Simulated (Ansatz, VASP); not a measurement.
**One calculation of CdSe, two programs**

File INCAR:

```
PREC     = Accurate       # precision mode
ENCUT    = 520            # plane-wave cutoff, eV
EDIFF    = 1E-7           # SCF threshold, eV
ISMEAR   = 0              # smearing method
SIGMA    = 0.01           # smearing width, eV
LREAL    = False          # projectors in reciprocal space
LASPH    = True           # aspherical terms in the spheres
NELM     = 60             # most SCF steps
ALGO     = Normal         # electronic algorithm
ISIF     = 2              # what is computed and relaxed
LWAVE    = False          # write WAVECAR
LCHARG   = False          # write CHGCAR
GGA      = PS             # functional
NBANDS   = 16             # bands
```

File KPOINTS:

```
regular mesh
0
Gamma
  6 6 6
```

File POSCAR:

```
CdSe
1.0
    0.0000000000      3.0413470752      3.0413470752
    3.0413470752      0.0000000000      3.0413470752
    3.0413470752      3.0413470752      0.0000000000
Cd Se
1 1
Direct
   -0.0016440084     -0.0016440084     -0.0016440084
    0.7500000000      0.7500000000      0.7500000000
```

Input for Ansatz:

```yaml
crystal:
  lattice:
    - [0.0, 3.04134707518, 3.04134707518]
    - [3.04134707518, 0.0, 3.04134707518]
    - [3.04134707518, 3.04134707518, 0.0]
  atoms:
    - { symbol: Cd, position: [-0.001644008354, -0.001644008354, -0.001644008354] }
    - { symbol: Se, position: [0.75, 0.75, 0.75] }
kpoints:
  mp_grid: { grid: [6, 6, 6] }
scf:
  occupations: { method: fixed }
  convergence: { dr2_threshold: 1.0e-10 }
hamiltonian:
  xc: pbesol
  pseudopotentials: { kind: all_electron, lapw: { basis_error: 0.0005 } }
output:
  forces: true
  stress: true
  eigenstates:
    kpoints:
      - [0.0, 0.0, 0.0]
      - [0.5, 0.5, 0.0]
      - [0.5, 0.0, 0.5]
      - [0.0, 0.5, 0.5]
      - [0.0, 0.5, 0.0]
      - [0.5, 0.0, 0.0]
      - [0.0, 0.0, 0.5]
      - [0.5, 0.5, 0.5]
  eigenvalues: true
```

Change from the starting cell: atom 1 moved by [-0.01, -0.01, -0.01] A.

Alike in both runs: task single point; functional PBEsol; k mesh 6 × 6 × 6; no spin polarisation.

|  | VASP | Ansatz |
| --- | --- | --- |
| version | VASP 6.6.1 | Ansatz 0.2.0 |
| potentials or method | VASP PAW PBE potentials, release 64 (Cd, Se), cutoff 520 eV | all-electron LAPW, scalar-relativistic |
| occupations | gaussian, width 0.01 eV | fixed |

VASP gave:

```
gap on the k mesh at the Fermi level (eV)                     : 0.47
pressure (GPa)                                                : 0.3
traceless stress, the component that is largest in VASP (GPa) : 0.19
rms of the force components (eV/Å)                            : 0.051
```

What did Ansatz give for the same quantities?

gap on the k mesh at the Fermi level (eV): 0.47; pressure (GPa): 0.0; traceless stress, the component that is largest in VASP (GPa): 0.18; rms of the force components (eV/Å): 0.049.

VASP's potentials were made for PBE, not for PBEsol. Atom by atom the forces differ by 0.002 eV/Å (rms over components). Ansatz ran all-electron here, and VASP with PAW potentials.
